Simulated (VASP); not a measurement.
## TiO2: single point with r2SCAN+U

The system is TiO2.

```
Ti O
1.0
     2.95335   -2.95402    0.00000
     2.95335    2.95402    0.00000
    -2.87422    0.00000    5.23502
Ti O
2 4
Direct
  0.13411 0.86589 0.25000
  0.86589 0.13411 0.75000
  0.33122 0.08876 0.66715
  0.66878 0.91124 0.33285
  0.91124 0.66878 0.83285
  0.08876 0.33122 0.16715
```

```yaml
Program: VASP 6.6.1
Task: single point
Functional: r2SCAN
Potentials_or_basis: VASP PAW PBE potentials, release 64 (Ti_sv, O)
Cutoff: 520 eV
k_mesh: 6 × 6 × 6
Occupations: gaussian, width 0.02 eV
Spin: collinear spin
Starting_moments: "[2.5, 2.5, 0.0, 0.0, 0.0, 0.0] μB"
Hubbard_terms: Ti d U = 4.0 eV
```

```
Pressure                                              : -32.8 GPa
Largest force                                         : 1.215 eV/Å
Band gap on the k mesh                                : 2.24 eV (least direct gap 2.52 eV)
Net moment                                            : 0.00 μB per cell
Valence electrons inside the program's atomic spheres : Ti 9.61; O 4.97
```

Forces on the atoms (eV/Å):
```
Ti   0.000 -0.018  0.000
Ti   0.000  0.018  0.000
O    0.101 -0.181 -1.197
O   -0.101  0.181  1.197
O   -0.101 -0.181  1.197
O    0.101  0.181 -1.197
```

Stress tensor (GPa, compression positive):
```
-31.94   0.00  -1.22
  0.00 -31.94   0.00
 -1.22   0.00 -34.38
```

Levels at points of the mesh, in eV from the valence-band top:
Spin up:
```csv
k point,band 22,band 23,band 24,band 25,band 26,band 27
"(0.00, 0.00, 0.00)",-0.78,-0.30,-0.29,2.24,2.68,3.26
"(0.50, 0.00, 0.00)",-1.15,-0.66,-0.60,2.93,2.98,3.02
"(0.50, 0.50, 0.00)",-1.57,-0.03,0.00,2.96,2.96,3.12
"(0.00, 0.00, 0.50)",-1.28,-0.17,-0.17,2.46,2.46,3.18
"(0.50, 0.00, 0.50)",-1.16,-0.65,-0.59,2.89,3.00,3.08
"(0.50, 0.50, 0.50)",-1.65,-0.02,-0.02,2.96,2.96,3.24
```
Spin down:
```tsv
k point	band 22	band 23	band 24	band 25	band 26	band 27
(0.00, 0.00, 0.00)	-0.78	-0.30	-0.29	2.24	2.68	3.26
(0.50, 0.00, 0.00)	-1.15	-0.66	-0.60	2.93	2.98	3.02
(0.50, 0.50, 0.00)	-1.57	-0.03	0.00	2.96	2.96	3.12
(0.00, 0.00, 0.50)	-1.28	-0.17	-0.17	2.46	2.46	3.18
(0.50, 0.00, 0.50)	-1.16	-0.65	-0.59	2.89	3.00	3.08
(0.50, 0.50, 0.50)	-1.65	-0.02	-0.02	2.96	2.96	3.23
```

Eigenvalues of the final occupation matrices:
```csv
site,spin,trace,eigenvalues
site 1 d,1,0.65,0.07 0.07 0.09 0.20 0.21
site 1 d,2,0.65,0.07 0.07 0.09 0.20 0.21
site 2 d,1,0.65,0.07 0.07 0.09 0.20 0.21
site 2 d,2,0.65,0.07 0.07 0.09 0.20 0.21
```

Run time: 32 min on 1 thread of Oxide Virtual Turin-like Processor (shared host), peak memory 0.45 GiB.

Caveat: the cell stands under tension; the PAW data sets were made with another functional, which shifts forces and pressure a little. A k mesh can miss the band edges.
